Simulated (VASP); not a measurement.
# NaH (Fm-3m) in VASP: dielectric tensor with r2SCAN

Aim: the dielectric tensor of NaH with r2SCAN.

Everything below comes from runs of VASP 6.6.1. Logs are shortened: lines on timing, memory, paths and dates and some standing lists are left out, and cuts for length are marked.

**1. The cell of the first run**

Symmetry: Fm-3m, No. 225, cubic system. The conventional cell has a = 4.795 Å, b = 4.795 Å, c = 4.795 Å, α = 90.00°, β = 90.00°, γ = 90.00°. Within 3.2 Å of Na (site symmetry m-3m) lie 6 H at 2.40 Å. H (site symmetry m-3m) has 6 Na at 2.40 Å within 3.2 Å.

**2. Dielectric tensor, r2SCAN**

INCAR

```
SYSTEM = NaH
PREC     = Accurate       ! precision mode
ENCUT    = 520            ! plane-wave cutoff, eV
EDIFF    = 1E-8           ! SCF threshold, eV
ISMEAR   = 0              ! smearing method
SIGMA    = 0.01           ! smearing width, eV
LREAL    = .FALSE.        ! projectors in reciprocal space
LASPH    = .TRUE.         ! aspherical terms in the spheres
NELM     = 80             ! most SCF steps
ALGO     = Normal         ! electronic algorithm
ISIF     = 2              ! what is computed and relaxed
LWAVE    = .FALSE.        ! write WAVECAR
LCHARG   = .FALSE.        ! write CHGCAR
METAGGA  = R2SCAN         ! meta-GGA
LMIXTAU  = .TRUE.       
LCALCEPS = .TRUE.
```

KPOINTS

```
Automatic mesh
0
G
  8 8 8
  0 0 0
```

POSCAR

```
NaH
1.0
    0.0000000000      2.3975122800      2.3975122800
    2.3975122800      0.0000000000      2.3975122800
    2.3975122800      2.3975122800      0.0000000000
Na H
1 1
Direct
    0.0000000000      0.0000000000      0.0000000000
    0.5000000000      0.5000000000      0.5000000000
```

Potentials or basis: VASP PAW PBE potentials, release 64 (Na_pv, H).

Run with:

```
cat potpaw_PBE.64/Na_pv/POTCAR potpaw_PBE.64/H/POTCAR > POTCAR
mpirun -np 1 vasp_std > vasp.out
```

OUTCAR:

```text
SYSTEM = NaH
   PREC = Accurate
   ENCUT = 520
   EDIFF = 1E-8
   ISMEAR = 0
   LREAL = .FALSE.
   LASPH = .TRUE.
   NELM = 80
   ISIF = 2
   METAGGA = R2SCAN

 ion  position               nearest neighbor table
   1  0.000  0.000  0.000-
   2  0.500  0.500  0.500-

  LATTYP: Found a face centered cubic cell.
 ALAT       =     4.7950245600

  Lattice vectors:

 A1 = (   0.0000000000,   2.3975122800,   2.3975122800)
 A2 = (   2.3975122800,   0.0000000000,   2.3975122800)
 A3 = (   2.3975122800,   2.3975122800,   0.0000000000)

Analysis of symmetry for initial positions (statically):
=====================================================================
 Subroutine PRICEL returns:
 Original cell was already a primitive cell.

 Routine SETGRP: Setting up the symmetry group for a
 face centered cubic supercell.

 Subroutine GETGRP returns: Found 48 space group operations
 (whereof 48 operations were pure point group operations)
 out of a pool of 48 trial point group operations.

The static configuration has the point symmetry O_h .

Analysis of symmetry for dynamics (positions and initial velocities):
=====================================================================
 Subroutine PRICEL returns:
 Original cell was already a primitive cell.

 Routine SETGRP: Setting up the symmetry group for a
 face centered cubic supercell.

 Subroutine GETGRP returns: Found 48 space group operations
 (whereof 48 operations were pure point group operations)
 out of a pool of 48 trial point group operations.

The dynamic configuration has the point symmetry O_h .

 Subroutine INISYM returns: Found 48 space group operations
 (whereof 48 operations are pure point group operations),
 and found     1 'primitive' translations

----------------------------------------------------------------------------------------

                                     Primitive cell

  volume of cell :      27.5621

  direct lattice vectors                    reciprocal lattice vectors
     0.000000000  2.397512280  2.397512280    -0.208549505  0.208549505  0.208549505
     2.397512280  0.000000000  2.397512280     0.208549505 -0.208549505  0.208549505
     2.397512280  2.397512280  0.000000000     0.208549505  0.208549505 -0.208549505

  length of vectors
     3.390594382  3.390594382  3.390594382     0.361218339  0.361218339  0.361218339

  position of ions in fractional coordinates (direct lattice)
     0.000000000  0.000000000  0.000000000
     0.500000000  0.500000000  0.500000000

  ion indices of the primitive-cell ions
   primitive index   ion index
                 1           1
                 2           2

----------------------------------------------------------------------------------------

 KPOINTS: Automatic mesh

Automatic generation of k-mesh.
 Grid dimensions read from file:
 generate k-points for:    8    8    8

 Generating k-lattice:

  Cartesian coordinates                     Fractional coordinates (reciprocal lattice)
    -0.026068688  0.026068688  0.026068688     0.125000000  0.000000000  0.000000000
     0.026068688 -0.026068688  0.026068688     0.000000000  0.125000000  0.000000000
     0.026068688  0.026068688 -0.026068688     0.000000000  0.000000000  0.125000000

  Length of vectors
     0.045152292  0.045152292  0.045152292

  Shift w.r.t. Gamma in fractional coordinates (k-lattice)
     0.000000000  0.000000000  0.000000000

 Subroutine IBZKPT returns following result:
 ===========================================

 Found     29 irreducible k-points:

 Following reciprocal coordinates:
            Coordinates               Weight
  0.000000  0.000000  0.000000      1.000000
  0.125000  0.000000  0.000000      8.000000
  0.250000  0.000000  0.000000      8.000000
  0.375000  0.000000  0.000000      8.000000
  0.500000  0.000000  0.000000      4.000000
  0.125000  0.125000  0.000000      6.000000
[... 16 lines left out ...]
  0.500000  0.250000  0.125000     48.000000
 -0.375000  0.250000  0.125000     24.000000
 [... further k-points ...]
   k-points           NKPTS =     29   k-points in BZ     NKDIM =     29   number of bands    NBANDS=      8
   number of dos      NEDOS =    301   number of ions     NIONS =      2
   total plane-waves  NPLWV =  21952
   dimension x,y,z NGX =    28 NGY =   28 NGZ =   28
   dimension x,y,z NGXF=    56 NGYF=   56 NGZF=   56
   ions per type =               1   1
   NGX,Y,Z   is equivalent  to a cutoff of  13.73, 13.73, 13.73 a.u.
   NGXF,Y,Z  is equivalent  to a cutoff of  27.46, 27.46, 27.46 a.u.
 SYSTEM =  NaH
   PREC   = accura    normal or accurate (medium, high low for compatibility)
   ISTART =      0    job   : 0-new  1-cont  2-samecut
   ICHARG =      2    charge: 1-file 2-atom 10-const
   ISPIN  =      1    spin polarized calculation?
   LNONCOLLINEAR =      F non collinear calculations
   LSORBIT =      F    spin-orbit coupling
   LASPH  =      T    aspherical Exc in radial PAW
   ENCUT  =  520.0 eV  38.22 Ry    6.18 a.u.   6.30  6.30  6.30*2*pi/ulx,y,z
   NELM   =     80;   NELMIN=  2; NELMDL= -5     # of ELM steps
   EDIFF  = 0.1E-07   stopping-criterion for ELM
   LREAL  =      F    real-space projection
   EDIFFG = 0.1E-06   stopping-criterion for IOM
   NSW    =      0    number of steps for IOM
   IBRION =     -1    ionic relax: 0-MD 1-quasi-New 2-CG
   NFREE  =      0    steps in history (QN), initial steepest desc. (CG)
   ISIF   =      2    stress and relaxation
   ISYM   =      2    0-nonsym 1-usesym 2-fastsym
   POTIM  = 0.5000    time-step for ionic-motion
   TEBEG  =    0.0;   TEEND  =   0.0 temperature during run
   PSTRESS=    0.0 pullay stress
   NELECT =       8.0000    total number of electrons
   NUPDOWN=      -1.0000    fix difference up-down
   EMIN   =  10.00;   EMAX   =-10.00  energy-range for DOS
   EFERMI =   0.00;   METHOD = LEGACY
   ISMEAR =     0;   SIGMA  =   0.01  broadening in eV -4-tet -1-fermi 0-gaus
   EFERMI_NEDOS =   21; number of points for ismear=-14 and -15
   IALGO  =     38    algorithm
   IMIX   =      4    mixing-type and parameters
     AMIX     =   0.40;   BMIX     =  1.00
     AMIX_MAG =   1.60;   BMIX_MAG =  1.00
  volume/ion in A,a.u.               =      13.78        93.00
  Fermi-wavevector in a.u.,A,eV,Ry     =   1.083929  2.048328 15.985500  1.174901
  Thomas-Fermi vector in A             =   2.220006
   LORBIT       =      0    0 simple, 1 ext, 2 COOP (PROOUT), +10 PAW based schemes
   METAGGA = R2SCAN    functional components
   LHFCALC =     F    Hartree Fock is set to
   AEXX    =    0.0000 exact exchange contribution
   IVDW    =     0    specifies the selected vdW correction
   LEPSILON=     F    determine dielectric tensor
   LRPA    =     F    only Hartree local field effects (RPA)
   LRPA       =     F
 non-spin polarized calculation
 Gauss-broadening in eV      SIGMA  =   0.01
  energy-cutoff  :      520.00
  volume of cell :       27.56
 maximum number of plane-waves:       754
 NGX is ok and might be reduce to    28
   NGX = 13   NGY = 13   NGZ = 13

 number of electron       7.9999992 magnetization

 Free energy of the ion-electron system (eV)
  ---------------------------------------------------
  ext. energy  EPLUGINS =         0.00000000
  ---------------------------------------------------
  free energy    TOTEN  =        -7.65039289 eV

  energy without entropy =       -7.65039289  energy(sigma->0) =       -7.65039289

 E-fermi :  -1.3073     XC(G=0):  -8.2242

 val. band max:       -1.3819413632   @ k =  -0.2500   0.5000   0.2500
 cond. band min:   10000.0000000000   @ k =   0.0000   0.0000   0.0000
 fundamental gap:  10001.3819413632
 Fermi energy:        -1.3073440766

 k-point     1 :       0.0000    0.0000    0.0000
  band No.  band energies     occupation
      1     -24.2390      2.00000
      2     -24.2386      2.00000
      3     -24.2386      2.00000
      4      -4.9973      2.00000
      5   10000.0000      0.00000
      6   10000.0000      0.00000
      7   10000.0000      0.00000
      8   10000.0000      0.00000

 k-point     2 :       0.1250    0.0000    0.0000
  band No.  band energies     occupation
      1     -24.2529      2.00000
      2     -24.2406      2.00000
      3     -24.2403      2.00000
      4      -4.7221      2.00000
      5   10000.0000      0.00000
      6   10000.0000      0.00000
      7   10000.0000      0.00000
      8   10000.0000      0.00000

 k-point     3 :       0.2500    0.0000    0.0000
  band No.  band energies     occupation
      1     -24.2871      2.00000
      2     -24.2445      2.00000
      3     -24.2442      2.00000
      4      -3.9438      2.00000
      5   10000.0000      0.00000
      6   10000.0000      0.00000
      7   10000.0000      0.00000
      8   10000.0000      0.00000

 k-point     4 :       0.3750    0.0000    0.0000
  band No.  band energies     occupation
      1     -24.3208      2.00000
      2     -24.2484      2.00000
      3     -24.2481      2.00000
      4      -2.8707      2.00000
      5   10000.0000      0.00000
      6   10000.0000      0.00000
      7   10000.0000      0.00000
      8   10000.0000      0.00000

 k-point     5 :       0.5000    0.0000    0.0000
  band No.  band energies     occupation
      1     -24.3346      2.00000
      2     -24.2501      2.00000
      3     -24.2498      2.00000
      4      -2.2259      2.00000
      5   10000.0000      0.00000
      6   10000.0000      0.00000
      7   10000.0000      0.00000
      8   10000.0000      0.00000
[... 177 lines left out ...]
 k-point    22 :       0.3750    0.2500    0.1250
  band No.  band energies     occupation
      1     -24.2948      2.00000
      2     -24.2610      2.00000
      3     -24.2496      2.00000
      4      -3.3219      2.00000
      5   10000.0000      0.00000
      6   10000.0000      0.00000
      7   10000.0000      0.00000
      8   10000.0000      0.00000

 k-point    23 :       0.5000    0.2500    0.1250
  band No.  band energies     occupation
      1     -24.3123      2.00000
      2     -24.2707      2.00000
      3     -24.2547      2.00000
      4      -2.3831      2.00000
      5   10000.0000      0.00000
      6   10000.0000      0.00000
      7   10000.0000      0.00000
      8   10000.0000      0.00000

 k-point    24 :      -0.3750    0.2500    0.1250
  band No.  band energies     occupation
      1     -24.3198      2.00000
      2     -24.2736      2.00000
      3     -24.2576      2.00000
      4      -1.8540      2.00000
      5   10000.0000      0.00000
      6   10000.0000      0.00000
      7   10000.0000      0.00000
      8   10000.0000      0.00000

 [... further k-points ...]

------------------------ aborting loop because EDIFF is reached ----------------------------------------

            Ionic dipole moment: p[ion]=(    -2.39751    -2.39751    -2.39751 ) |e| Angst

 Total electronic dipole moment: p[elc]=(     4.79503     4.79503     4.79784 ) |e| Angst

 MACROSCOPIC STATIC DIELECTRIC TENSOR (including local field effects)
 ------------------------------------------------------
           2.846157     0.000000     0.000000
           0.000000     2.846157     0.000000
          -0.000000    -0.000000     2.846157
 ------------------------------------------------------

 PIEZOELECTRIC TENSOR (including local field effects) (e Angst)
          XX          YY          ZZ          XY          YZ          ZX
  --------------------------------------------------------------------------------
  x     0.00000     0.00000     0.00000     0.00000     0.00000     0.00000
  y     0.00000     0.00000     0.00000     0.00000     0.00000     0.00000
  z     0.00000     0.00000     0.00000     0.00000     0.00000     0.00000

 PIEZOELECTRIC TENSOR (including local field effects) (C/m^2)
          XX          YY          ZZ          XY          YZ          ZX
  --------------------------------------------------------------------------------
  x     0.00000     0.00000     0.00000     0.00000     0.00000     0.00000
  y     0.00000     0.00000     0.00000     0.00000     0.00000     0.00000
  z     0.00000     0.00000     0.00000     0.00000     0.00000     0.00000

 BORN EFFECTIVE CHARGES (including local field effects) (in |e|, cummulative output)
 ---------------------------------------------------------------------------------
 ion    1
    1     0.94402    -0.00000    -0.00000
    2     0.00000     0.94402    -0.00000
    3     0.00000     0.00000     0.94402
 ion    2
    1    -0.94402     0.00000     0.00000
    2    -0.00000    -0.94402    -0.00000
    3    -0.00000    -0.00000    -0.94402

  FORCE on cell =-STRESS in cart. coord.  units (eV):
  Direction    XX          YY          ZZ          XY          YZ          ZX
  --------------------------------------------------------------------------------------
  -------------------------------------------------------------------------------------
  Total       -0.0523196     -0.0523196     -0.0523196     -0.0000000     -0.0000000     -0.0000000
  in kB       -3.0413226     -3.0413226     -3.0413226     -0.0000000     -0.0000000     -0.0000000
  external PRESSURE =      -3.0413226 kB  Pullay stress =       0.0000000 kB

 VOLUME and BASIS-vectors are now :
 -----------------------------------------------------------------------------
  energy-cutoff  :      520.00
  volume of cell :       27.56
      direct lattice vectors                 reciprocal lattice vectors
     0.000000000  2.397512280  2.397512280    -0.208549505  0.208549505  0.208549505
     2.397512280  0.000000000  2.397512280     0.208549505 -0.208549505  0.208549505
     2.397512280  2.397512280  0.000000000     0.208549505  0.208549505 -0.208549505

 POSITION                                       TOTAL-FORCE (eV/Angst)
 -----------------------------------------------------------------------------------
      0.00000      0.00000      0.00000        -0.000000      0.000000      0.000000
      2.39751      2.39751      2.39751         0.000000     -0.000000     -0.000000
 -----------------------------------------------------------------------------------
    total drift:                               -0.000000     -0.000000      0.000000

  FREE ENERGIE OF THE ION-ELECTRON SYSTEM (eV)
  ---------------------------------------------------
  free  energy   TOTEN  =        -7.6503928900 eV

  energy  without entropy=       -7.6503928900  energy(sigma->0) =       -7.65039289
```

It took 40 min on 1 thread of Intel Xeon 8259CL, shared host; peak memory 0.3 GiB.

What came out:

```yaml
Band_gap_on_the_k_mesh: 4.41 eV (least direct gap 5.26 eV)
Electronic_dielectric_tensor_diagonal: 2.85
Born_charges_mean_of_the_diagonal: Na +0.94; H -0.94 e
```

Levels at points of the mesh, in eV from the valence-band top:
```csv
k point,band 1,band 2,band 3,band 4,band 5,band 6,band 7,band 8
"(0.00, 0.00, 0.00)",-22.86,-22.86,-22.86,-3.62,11.66,16.53,16.53,16.53
"(0.50, 0.00, 0.00)",-22.95,-22.87,-22.87,-0.84,4.41,11.86,14.06,14.06
"(0.50, 0.50, 0.00)",-22.94,-22.89,-22.89,-0.17,5.24,10.80,11.54,11.54
```

Electronic dielectric tensor:
```
2.85 0.00 0.00
0.00 2.85 0.00
0.00 0.00 2.85
```

Born effective charge tensors (e):
atom 1, Na
```
0.94 0.00 0.00
0.00 0.94 0.00
0.00 0.00 0.94
```
atom 2, H
```
-0.94  0.00  0.00
 0.00 -0.94  0.00
 0.00  0.00 -0.94
```

Dipole moments of the cell (e·Å, modulo the quantum): ionic -2.398, -2.398, -2.398; electronic 4.795, 4.795, 4.798

Caveat: the PAW data sets were made with another functional, which shifts forces and pressure a little. A k mesh can miss the band edges.
